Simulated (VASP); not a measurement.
Input of a VASP 6.6.1 run:

INCAR

```
SYSTEM = Si
  ALGO = Normal
  EDIFF = 1E-7
  ENCUT = 520
  GGA = CA
  ISIF = 2
  ISMEAR = 0
  LASPH = .True.
  LCHARG = .True.
  LELF = .True.
  LREAL = .False.
  LVHAR = .True.
  LWAVE = .False.
  NBANDS = 11
  NELM = 80
  PREC = Accurate
  SIGMA = 0.01
```

The input KPOINTS:

```
k-points
0
Gamma
  4 4 4
  0 0 0
```

File POSCAR:

```
Si
1.0
    0.0000000000      2.7221188958      2.7221188958
    2.7221188958      0.0000000000      2.7221188958
    2.7221188958      2.7221188958      0.0000000000
Si
2
Direct
    0.0000000000      0.0000000000      0.0000000000
    0.2500000000      0.2500000000      0.2500000000
```

Potentials or basis: VASP PAW LDA potentials, release 64 (Si).

Launch:

```bash
$ cat potpaw_LDA.64/Si/POTCAR > POTCAR
$ mpirun -np 1 vasp_std > vasp.out
```

Task: What does it give for the pressure?

Result: -1.5 GPa.

Task: Predict the band gap on the k mesh.

Result: 0.59 eV, indirect (least direct gap 2.50 eV).

Caveat: the k points lie up to 0.50 Å⁻¹ apart. A hybrid or GW would open this gap; LDA tends to underestimate it.
